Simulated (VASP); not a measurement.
**Na: single point with RPBE**

Crystal: Na.

```
Na
1.0
    -2.17173    2.17173    2.17173
     2.17173   -2.17173    2.17173
     2.17173    2.17173   -2.17173
Na
1
Direct
  0.00000 0.00000 0.00000
```

This cell differs from its parent crystal: volume scaled by 1.04.

| Property | Result |
| --- | --- |
| Program | VASP 6.6.1 |
| Task | single point |
| Functional | RPBE |
| Potentials or basis | VASP PAW PBE potentials, release 64 (Na_pv) |
| Cutoff | 520 eV |
| k mesh | 17 × 17 × 17 |
| Occupations | fermi-dirac, width 0.1 eV |
| Spin | no spin polarisation |
| Dipole correction | no |
| Further INCAR settings | ALGO = Normal; EDIFF = 1e-06; NBANDS = 10 |

```
Pressure : -0.2 GPa
```

Levels at points of the mesh, in eV from the Fermi level:
| k point | band 1 | band 2 | band 3 | band 4 | band 5 | band 6 | band 7 | band 8 | band 9 |
| --- | --- | --- | --- | --- | --- | --- | --- | --- | --- |
| (0.00, 0.00, 0.00) | -24.98 | -24.98 | -24.98 | -3.07 | 11.12 | 11.12 | 11.12 | 12.02 | 12.02 |

Wall time 24 s on 1 thread of Intel(R) Xeon(R) Platinum 8559C (Emerald Rapids), on a shared host, peak memory 0.19 GiB.

Caveat: the PAW data sets were made with another functional, which shifts forces and pressure a little.
